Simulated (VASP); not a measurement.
# Os (P6_3/mmc) in VASP: notebook, part 2 of 2

VASP 6.6.1.

## 4. Single point, PBE

This run uses another cell than the first one: it holds 6 atoms, not 2.

Contents of INCAR:

```
SYSTEM = Os
ALGO = Fast ; EDIFF = 1E-6
ENCUT = 520 ; GGA = PE
ISIF = 2 ; ISMEAR = 0
LASPH = .TRUE. ; LCHARG = .FALSE.
LREAL = .FALSE. ; LWAVE = .FALSE.
NBANDS = 33 ; NELM = 100
PREC = Accurate ; SIGMA = 0.15
```

Contents of KPOINTS:

```
k-points
0
G
  24 24 5
  0 0 0
```

Contents of POSCAR:

```
Os
1.0
   -2.7527783805      0.0000000000      0.0000000000
   -1.3763891902     -2.3839760085      0.0000000000
    0.0000000000      0.0000000000     13.0526246344
Os
6
Direct
    0.3333333333      0.3333333333      0.0833333333
    0.3333333333      0.3333333333      0.4166666667
    0.3333333333      0.3333333333      0.7500000000
    0.6666666667      0.6666666667      0.2500000000
    0.6666666667      0.6666666667      0.5833333333
    0.6666666667      0.6666666667      0.9166666667
```

Potentials or basis: VASP PAW PBE potentials, release 64 (Os).

Started as:

```bash
> cat potpaw_PBE.64/Os/POTCAR > POTCAR
> mpirun -np 1 vasp_std > vasp.out
```

OUTCAR:

```text
SYSTEM = Os
   EDIFF = 1E-6
   ENCUT = 520
   GGA = PE
   ISIF = 2
   ISMEAR = 0
   LASPH = .TRUE.
   LREAL = .FALSE.
   NELM = 100
   PREC = Accurate

 ion  position               nearest neighbor table
   1  0.333  0.333  0.083-   6 2.69   6 2.69   6 2.69   4 2.69   4 2.69   4 2.69
   2  0.333  0.333  0.417-   5 2.69   5 2.69   5 2.69   4 2.69   4 2.69   4 2.69
   3  0.333  0.333  0.750-   5 2.69   6 2.69   5 2.69   6 2.69   5 2.69   6 2.69
   4  0.667  0.667  0.250-   1 2.69   2 2.69   1 2.69   2 2.69   1 2.69   2 2.69
   5  0.667  0.667  0.583-   2 2.69   2 2.69   2 2.69   3 2.69   3 2.69   3 2.69
   6  0.667  0.667  0.917-   1 2.69   1 2.69   1 2.69   3 2.69   3 2.69   3 2.69
[... 7 lines left out ...]
 A1 = (   1.3763891902,   2.3839760085,   0.0000000000)
 A2 = (  -2.7527783805,   0.0000000000,   0.0000000000)
 A3 = (   0.0000000000,   0.0000000000,  13.0526246344)

Analysis of symmetry for initial positions (statically):
=====================================================================
 Subroutine PRICEL returns following result:

  LATTYP: Found a hexagonal cell.
 ALAT       =     2.7527783805
 C/A-ratio  =     1.5805394687

  Lattice vectors:

 A1 = (   1.3763891902,   2.3839760085,   0.0000000000)
 A2 = (  -2.7527783805,   0.0000000000,   0.0000000000)
 A3 = (   0.0000000000,   0.0000000000,   4.3508748790)

   3 primitive cells build up your supercell.

 Routine SETGRP: Setting up the symmetry group for a
 hexagonal supercell.

 Subroutine GETGRP returns: Found 24 space group operations
 (whereof 12 operations were pure point group operations)
 out of a pool of 24 trial point group operations.

The static configuration has the point symmetry D_3d.
 The point group associated with its full space group is D_6h.

Analysis of symmetry for dynamics (positions and initial velocities):
=====================================================================
 Subroutine PRICEL returns following result:

  LATTYP: Found a hexagonal cell.
 ALAT       =     2.7527783805
[... 141 lines left out ...]
  Thomas-Fermi vector in A             =   2.477249
   LORBIT       =      0    0 simple, 1 ext, 2 COOP (PROOUT), +10 PAW based schemes
   GGA     = PE    functional components
   LHFCALC =     F    Hartree Fock is set to
   AEXX    =    0.0000 exact exchange contribution
   IVDW    =     0    specifies the selected vdW correction
   LEPSILON=     F    determine dielectric tensor
   LRPA    =     F    only Hartree local field effects (RPA)
 non-spin polarized calculation
 RMM-DIIS sequential band-by-band and
 Gauss-broadening in eV      SIGMA  =   0.15
  energy-cutoff  :      520.00
  volume of cell :       85.66
 maximum number of plane-waves:      2326
   NGX = 11   NGY = 11   NGZ = 49

 number of electron      47.9999999 magnetization

 Free energy of the ion-electron system (eV)
  ---------------------------------------------------
  ext. energy  EPLUGINS =         0.00000000
  ---------------------------------------------------
  free energy    TOTEN  =       -67.51551985 eV

  energy without entropy =      -67.46940912  energy(sigma->0) =      -67.49246449

 E-fermi :   9.1932     XC(G=0): -13.9410

 val. band max:        9.1893244053   @ k =   0.1667   0.0417   0.0000
 cond. band min:       9.1933007456   @ k =   0.5000   0.0833   0.2000
 fundamental gap:      0.0039763402
 Fermi energy:         9.1932333941

 k-point     1 :       0.0000    0.0000    0.0000
  band No.  band energies     occupation
      1      -1.5977      2.00000
      2      -0.3504      2.00000
      3      -0.3504      2.00000
      4       1.4936      2.00000
      5       1.4936      2.00000
      6       1.5591      2.00000
[... 853 lines left out ...]
     32      11.8008      0.00000
     33      13.2441      0.00000

 [... further k-points ...]

------------------------ aborting loop because EDIFF is reached ----------------------------------------

  FORCE on cell =-STRESS in cart. coord.  units (eV):
  Direction    XX          YY          ZZ          XY          YZ          ZX
  --------------------------------------------------------------------------------------
  -------------------------------------------------------------------------------------
  Total        0.1095253      0.1095253     -0.4724933     -0.0000000      0.0000000     -0.0000000
  in kB        2.0485855      2.0485855     -8.8376178     -0.0000000      0.0000000     -0.0000000
  external PRESSURE =      -1.5801489 kB  Pullay stress =       0.0000000 kB

 VOLUME and BASIS-vectors are now :
 -----------------------------------------------------------------------------
  energy-cutoff  :      520.00
  volume of cell :       85.66
      direct lattice vectors                 reciprocal lattice vectors
    -2.752778381  0.000000000  0.000000000    -0.363269345  0.209733654  0.000000000
    -1.376389190 -2.383976008  0.000000000     0.000000000 -0.419467309  0.000000000
     0.000000000  0.000000000 13.052624634     0.000000000  0.000000000  0.076612944

 POSITION                                       TOTAL-FORCE (eV/Angst)
 -----------------------------------------------------------------------------------
     -1.37639     -0.79466      1.08772        -0.000000     -0.000000      0.000000
     -1.37639     -0.79466      5.43859         0.000000     -0.000000      0.000000
     -1.37639     -0.79466      9.78947        -0.000000     -0.000000      0.000000
     -2.75278     -1.58932      3.26316         0.000000      0.000000      0.000000
     -2.75278     -1.58932      7.61403         0.000000      0.000000     -0.000000
     -2.75278     -1.58932     11.96491         0.000000      0.000000      0.000000
 -----------------------------------------------------------------------------------
    total drift:                                0.000000      0.000000     -0.000000

  FREE ENERGIE OF THE ION-ELECTRON SYSTEM (eV)
  ---------------------------------------------------
  free  energy   TOTEN  =       -67.5155198539 eV

  energy  without entropy=      -67.4694091234  energy(sigma->0) =      -67.49246449
```

OSZICAR:

```text
N       E                     dE             d eps       ncg     rms          rms(c)
DAV:   1     0.379493570975E+03    0.37949E+03   -0.22228E+04 12078   0.141E+03
DAV:   2    -0.385621992033E+02   -0.41806E+03   -0.39052E+03 12414   0.490E+02
DAV:   3    -0.702323669155E+02   -0.31670E+02   -0.29404E+02 15765   0.989E+01
DAV:   4    -0.717876743211E+02   -0.15553E+01   -0.15027E+01 15574   0.236E+01
DAV:   5    -0.718286558485E+02   -0.40982E-01   -0.40865E-01 16505   0.311E+00    0.385E+01
RMM:   6    -0.684136274080E+02    0.34150E+01   -0.32673E+00 12117   0.107E+01    0.153E+01
RMM:   7    -0.674649762179E+02    0.94865E+00   -0.52772E+00 12516   0.100E+01    0.730E-01
RMM:   8    -0.675065588826E+02   -0.41583E-01   -0.72885E-01 14391   0.595E+00    0.333E+00
RMM:   9    -0.675376158091E+02   -0.31057E-01   -0.27604E-01 14586   0.223E+00    0.150E+00
RMM:  10    -0.675153865759E+02    0.22229E-01   -0.13392E-01 12502   0.291E+00    0.260E-01
RMM:  11    -0.675152067978E+02    0.17978E-03   -0.13411E-02 14357   0.874E-01    0.804E-01
RMM:  12    -0.675154996398E+02   -0.29284E-03   -0.37531E-03 15174   0.208E-01    0.426E-01
RMM:  13    -0.675155673439E+02   -0.67704E-04   -0.59475E-04 16407   0.996E-02    0.255E-01
RMM:  14    -0.675155219788E+02    0.45365E-04   -0.13945E-04 14478   0.577E-02    0.463E-02
RMM:  15    -0.675155205361E+02    0.14427E-05   -0.65871E-05 14486   0.341E-02    0.504E-03
RMM:  16    -0.675155200928E+02    0.44328E-06   -0.12740E-05 14693   0.192E-02    0.120E-02
RMM:  17    -0.675155198539E+02    0.23895E-06   -0.27526E-06  8929   0.660E-03
   1 F= -.67515520E+02 E0= -.67492464E+02  d E =-.461107E-01
```

stdout:

```text
POSCAR found type information on POSCAR Os
 POSCAR found :  1 types and       6 ions
 scaLAPACK will be used
 LDA part: xc-table for (Slater+PW92), standard interpolation
 POSCAR, INCAR and KPOINTS ok, starting setup
 FFT: planning ... GRIDC
 FFT: planning ... GRID_SOFT
 FFT: planning ... GRID
 WAVECAR not read
 entering main loop
```

Wall time 12 min (1 thread of Intel Xeon 8259CL, shared host); peak memory 0.47 GiB.

What came out:

| Quantity | Value |
| --- | --- |
| Free energy | -67.5155 eV |
| Pressure | -0.2 GPa |
| Band gap on the k mesh | zero (bands 24 and 25 overlap by 3.76 eV) |

Caveat: spin-orbit coupling is left out, which moves the levels of the heavy elements.

## 5. Overview

| task | cell | k mesh | cutoff (eV) | smearing | gap on the mesh (eV) | pressure (GPa) |
| --- | --- | --- | --- | --- | --- | --- |
| relaxation of shape and atoms at fixed volume | relaxed from a = 2.780, b = 2.780, c = 4.394 Å, angles 90.0, 90.0, 120.0°, 2 atoms, atomic positions A | 18 × 18 × 10 | 600 | gaussian 0.1 eV | none | -11.1 |
| relaxation of shape and atoms at fixed volume | relaxed from a = 2.808, b = 2.808, c = 4.431 Å, angles 90.0, 90.0, 120.0°, 2 atoms, atomic positions A | 18 × 18 × 10 | 600 | gaussian 0.1 eV | none | -20.4 |
| single point | a = 2.753, b = 2.753, c = 13.053 Å, angles 90.0, 90.0, 60.0°, 6 atoms, atomic positions B | 24 × 24 × 5 | 520 | gaussian 0.15 eV | none | -0.2 |

Alike in all rows: level PBE; potentials or basis VASP PAW PBE potentials, release 64 (Os); no spin polarisation.

Caveats: spin-orbit coupling is left out, which moves the levels of the heavy elements.

Total energies depend on the potentials used, so only differences within one code and one set of settings carry meaning.
